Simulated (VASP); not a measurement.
# Si (a cell with a defect) in VASP: notebook, part 2 of 2

VASP 6.6.1. Earlier steps stand in the parts before.

## (3) Single point, PBE

Input file INCAR:

```
SYSTEM = Si
ALGO = Normal
EDIFF = 1E-7
ENCUT = 520
GGA = PE
ISIF = 2
ISMEAR = 0
LASPH = .True.
LCHARG = .False.
LREAL = Auto
LWAVE = .False.
NBANDS = 43
NELECT = 62.0
NELM = 60
PREC = Accurate
SIGMA = 0.02
```

Input file KPOINTS:

```
k-points
0
Gamma
  2 2 2
  0 0 0
```

Input file POSCAR:

```
Si
1.0
    0.0000000000      5.4700937627     -5.4700937627
    5.4700937627      5.4700937627      0.0000000000
    5.4700937627      0.0000000000     -5.4700937627
Si
15
Direct
    0.1594016552      0.1593989130      0.1594016552
    0.1311923581      0.6101885351      0.1311925410
    0.6101865242      0.1311938206      0.1311925410
    0.6226951763      0.6226948107      0.1262894257
    0.1311925410      0.1311940035      0.6101861586
    0.1262897000      0.6226945365      0.6226952677
    0.6226949021      0.1262893343      0.6226950849
    0.6233885831      0.6233889487      0.6233889487
    0.2442619008      0.7682479830      0.2442619008
    0.7526353621      0.7526357278      0.2439248865
    0.7682478002      0.2442613524      0.2442613524
    0.2439247036      0.7526359106      0.7526353621
    0.2442613524      0.2442611695      0.7682481658
    0.7482409219      0.7482409219      0.7482409219
    0.7526360934      0.2439241552      0.7526360934
```

Potentials or basis: VASP PAW PBE potentials, release 64 (Si).

Launch:

```console
cat potpaw_PBE.64/Si/POTCAR > POTCAR
mpirun -np 1 vasp_std > vasp.out
```

OUTCAR:

```text
SYSTEM = Si
   EDIFF = 1E-7
   ENCUT = 520
   GGA = PE
   ISIF = 2
   ISMEAR = 0
   LASPH = .True.
   LREAL = Auto
   NELECT = 62.0
   NELM = 60
   PREC = Accurate

 ion  position               nearest neighbor table
   1  0.159  0.159  0.159-   9 2.54  13 2.54  11 2.54
   2  0.131  0.610  0.131-  10 2.39  12 2.39   9 2.44
   3  0.610  0.131  0.131-  15 2.39  10 2.39  11 2.44
   4  0.623  0.623  0.126-  10 2.39  14 2.39   9 2.39  11 2.39
   5  0.131  0.131  0.610-  15 2.39  12 2.39  13 2.44
   6  0.126  0.623  0.623-  12 2.39  14 2.39  13 2.39   9 2.39
   7  0.623  0.126  0.623-  15 2.39  14 2.39  13 2.39  11 2.39
   8  0.623  0.623  0.623-  14 2.37  12 2.40  10 2.40  15 2.40
   9  0.244  0.768  0.244-   4 2.39   6 2.39   2 2.44   1 2.54
  10  0.753  0.753  0.244-   4 2.39   2 2.39   3 2.39   8 2.40
  11  0.768  0.244  0.244-   4 2.39   7 2.39   3 2.44   1 2.54
  12  0.244  0.753  0.753-   6 2.39   2 2.39   5 2.39   8 2.40
  13  0.244  0.244  0.768-   6 2.39   7 2.39   5 2.44   1 2.54
  14  0.748  0.748  0.748-   8 2.37   7 2.39   4 2.39   6 2.39
  15  0.753  0.244  0.753-   7 2.39   3 2.39   5 2.39   8 2.40

  LATTYP: Found a face centered cubic cell.
 ALAT       =    10.9401875254

  Lattice vectors:

 A1 = (   0.0000000000,   5.4700937627,  -5.4700937627)
 A2 = (   5.4700937627,   5.4700937627,   0.0000000000)
 A3 = (   5.4700937627,   0.0000000000,  -5.4700937627)

Analysis of symmetry for initial positions (statically):
[... 5 lines left out ...]
 face centered cubic supercell.

 Subroutine GETGRP returns: Found  6 space group operations
 (whereof  6 operations were pure point group operations)
 out of a pool of 48 trial point group operations.

The static configuration has the point symmetry C_3v.

Analysis of symmetry for dynamics (positions and initial velocities):
[... 5 lines left out ...]
 face centered cubic supercell.

 Subroutine GETGRP returns: Found  6 space group operations
 (whereof  6 operations were pure point group operations)
 out of a pool of 48 trial point group operations.

The dynamic configuration has the point symmetry C_3v.

 Subroutine INISYM returns: Found  6 space group operations
 (whereof  6 operations are pure point group operations),
 and found     1 'primitive' translations

----------------------------------------------------------------------------------------

                                     Primitive cell

  volume of cell :     327.3515

  direct lattice vectors                    reciprocal lattice vectors
     0.000000000  5.470093763 -5.470093763    -0.091406111  0.091406111 -0.091406111
     5.470093763  5.470093763  0.000000000     0.091406111  0.091406111  0.091406111
     5.470093763  0.000000000 -5.470093763     0.091406111 -0.091406111 -0.091406111

  length of vectors
     7.735880787  7.735880787  7.735880787     0.158320029  0.158320029  0.158320029

  position of ions in fractional coordinates (direct lattice)
     0.159401655  0.159398913  0.159401655
     0.131192358  0.610188535  0.131192541
     0.610186524  0.131193821  0.131192541
     0.622695176  0.622694811  0.126289426
     0.131192541  0.131194003  0.610186159
     0.126289700  0.622694536  0.622695268
     0.622694902  0.126289334  0.622695085
[... 61 lines left out ...]
   total plane-waves  NPLWV = 216000
   dimension x,y,z NGX =    60 NGY =   60 NGZ =   60
   dimension x,y,z NGXF=   120 NGYF=  120 NGZF=  120
   ions per type =              15
   NGX,Y,Z   is equivalent  to a cutoff of  12.89, 12.89, 12.89 a.u.
   NGXF,Y,Z  is equivalent  to a cutoff of  25.79, 25.79, 25.79 a.u.
 SYSTEM =  Si
   PREC   = accura    normal or accurate (medium, high low for compatibility)
   ISTART =      0    job   : 0-new  1-cont  2-samecut
   ICHARG =      2    charge: 1-file 2-atom 10-const
   ISPIN  =      1    spin polarized calculation?
   LNONCOLLINEAR =      F non collinear calculations
   LSORBIT =      F    spin-orbit coupling
   LASPH  =      T    aspherical Exc in radial PAW
   ENCUT  =  520.0 eV  38.22 Ry    6.18 a.u.  14.38 14.38 14.38*2*pi/ulx,y,z
   NELM   =     60;   NELMIN=  2; NELMDL= -5     # of ELM steps
   EDIFF  = 0.1E-06   stopping-criterion for ELM
   LREAL  =      T    real-space projection
   EDIFFG = 0.1E-05   stopping-criterion for IOM
   NSW    =      0    number of steps for IOM
   IBRION =     -1    ionic relax: 0-MD 1-quasi-New 2-CG
   NFREE  =      0    steps in history (QN), initial steepest desc. (CG)
   ISIF   =      2    stress and relaxation
   ISYM   =      2    0-nonsym 1-usesym 2-fastsym
   POTIM  = 0.5000    time-step for ionic-motion
   TEBEG  =    0.0;   TEEND  =   0.0 temperature during run
   PSTRESS=    0.0 pullay stress
   NELECT =      62.0000    total number of electrons
   NUPDOWN=      -1.0000    fix difference up-down
   EMIN   =  10.00;   EMAX   =-10.00  energy-range for DOS
   EFERMI =   0.00;   METHOD = LEGACY
   ISMEAR =     0;   SIGMA  =   0.02  broadening in eV -4-tet -1-fermi 0-gaus
   EFERMI_NEDOS =   21; number of points for ismear=-14 and -15
   IALGO  =     38    algorithm
   IMIX   =      4    mixing-type and parameters
     AMIX     =   0.40;   BMIX     =  1.00
     AMIX_MAG =   1.60;   BMIX_MAG =  1.00
  volume/ion in A,a.u.               =      21.82       147.27
  Fermi-wavevector in a.u.,A,eV,Ry     =   0.940158  1.776640 12.026137  0.883896
  Thomas-Fermi vector in A             =   2.067541
   LORBIT       =      0    0 simple, 1 ext, 2 COOP (PROOUT), +10 PAW based schemes
   GGA     = PE    functional components
   LHFCALC =     F    Hartree Fock is set to
   AEXX    =    0.0000 exact exchange contribution
   IVDW    =     0    specifies the selected vdW correction
   LEPSILON=     F    determine dielectric tensor
   LRPA    =     F    only Hartree local field effects (RPA)
 non-spin polarized calculation
 Gauss-broadening in eV      SIGMA  =   0.02
  energy-cutoff  :      520.00
  volume of cell :      327.35
 maximum number of plane-waves:      8824
 NGX is ok and might be reduce to    60
   NGX = 29   NGY = 29   NGZ = 29

 number of electron      61.9999999 magnetization

 Free energy of the ion-electron system (eV)
  ---------------------------------------------------
  ext. energy  EPLUGINS =         0.00000000
  ---------------------------------------------------
  free energy    TOTEN  =       -66.03241323 eV

  energy without entropy =      -66.02958389  energy(sigma->0) =      -66.03099856

 E-fermi :   5.7374     XC(G=0):  -9.2574

 val. band max:        5.7373577851   @ k =   0.5000   0.5000   0.5000
 cond. band min:       5.7374564450   @ k =   0.5000   0.5000   0.5000
 fundamental gap:      0.0000986599
 Fermi energy:         5.7373957293

 k-point     1 :       0.0000    0.0000    0.0000
  band No.  band energies     occupation
      1      -6.5427      2.00000
      2      -4.3593      2.00000
      3      -4.3593      2.00000
      4      -4.2869      2.00000
      5      -3.8500      2.00000
      6      -2.6030      2.00000
[... 173 lines left out ...]
     42       9.3599      0.00000
     43       9.4839      0.00000

------------------------ aborting loop because EDIFF is reached ----------------------------------------

  FORCE on cell =-STRESS in cart. coord.  units (eV):
  Direction    XX          YY          ZZ          XY          YZ          ZX
  --------------------------------------------------------------------------------------
  -------------------------------------------------------------------------------------
  Total       10.4426643     10.4426643     10.4426643     -0.9775873      0.9775873      0.9775873
  in kB       51.1102012     51.1102012     51.1102012     -4.7846680      4.7846680      4.7846680
  external PRESSURE =      51.1102012 kB  Pullay stress =       0.0000000 kB

 VOLUME and BASIS-vectors are now :
 -----------------------------------------------------------------------------
  energy-cutoff  :      520.00
  volume of cell :      327.35
      direct lattice vectors                 reciprocal lattice vectors
     0.000000000  5.470093763 -5.470093763    -0.091406111  0.091406111 -0.091406111
     5.470093763  5.470093763  0.000000000     0.091406111  0.091406111  0.091406111
     5.470093763  0.000000000 -5.470093763     0.091406111 -0.091406111 -0.091406111

 POSITION                                       TOTAL-FORCE (eV/Angst)
 -----------------------------------------------------------------------------------
      1.74387      1.74387     -1.74388        -0.426809     -0.426809      0.426809
      4.05542      4.05542     -1.43527         0.059280      0.059280     -0.063889
      1.43528      4.05542     -4.05541         0.063889      0.059280     -0.059280
      4.09701      6.81240     -4.09702         0.024595      0.021963     -0.024595
      4.05542      1.43528     -4.05541         0.059280      0.063889     -0.059280
      6.81240      4.09701     -4.09702         0.021963      0.024595     -0.024595
      4.09701      4.09701     -6.81240         0.024595      0.024595     -0.021963
      6.81999      6.81999     -6.81999        -0.013709     -0.013709      0.013709
      5.53852      5.53852     -2.67227         0.024559      0.024559     -0.016660
      5.45128      8.23397     -5.45128         0.019749      0.068532     -0.019749
      2.67227      5.53852     -5.53852         0.016660      0.024559     -0.024559
      8.23397      5.45128     -5.45128         0.068532      0.019749     -0.019749
      5.53852      2.67226     -5.53852         0.024559      0.016660     -0.024559
      8.18590      8.18590     -8.18590         0.013110      0.013110     -0.013110
      5.45128      5.45128     -8.23398         0.019749      0.019749     -0.068532
 -----------------------------------------------------------------------------------
    total drift:                                0.004004      0.004118     -0.004611

  FREE ENERGIE OF THE ION-ELECTRON SYSTEM (eV)
  ---------------------------------------------------
  free  energy   TOTEN  =       -66.0324132311 eV

  energy  without entropy=      -66.0295838918  energy(sigma->0) =      -66.03099856
```

It took 98 s on 1 thread of Intel Xeon Platinum 8259CL at 2.50GHz (Skylake/Cascade Lake), shared host; peak memory 0.44 GiB.

Results:

```
Free energy   : -66.0324 eV
Largest force : 0.739 eV/Å
```

Forces on the atoms (eV/Å):
```
Si  -0.427 -0.427  0.427
Si   0.059  0.059 -0.064
Si   0.064  0.059 -0.059
Si   0.025  0.022 -0.025
Si   0.059  0.064 -0.059
Si   0.022  0.025 -0.025
Si   0.025  0.025 -0.022
Si  -0.014 -0.014  0.014
Si   0.025  0.025 -0.017
Si   0.020  0.069 -0.020
Si   0.017  0.025 -0.025
Si   0.069  0.020 -0.020
Si   0.025  0.017 -0.025
Si   0.013  0.013 -0.013
Si   0.020  0.020 -0.069
```

Caveat: the k points lie up to 0.50 Å⁻¹ apart; the cell carries a net charge on a neutralising background, which shifts energy and pressure; the cell is charged against a uniform background, so pressure and absolute levels hang on convention.
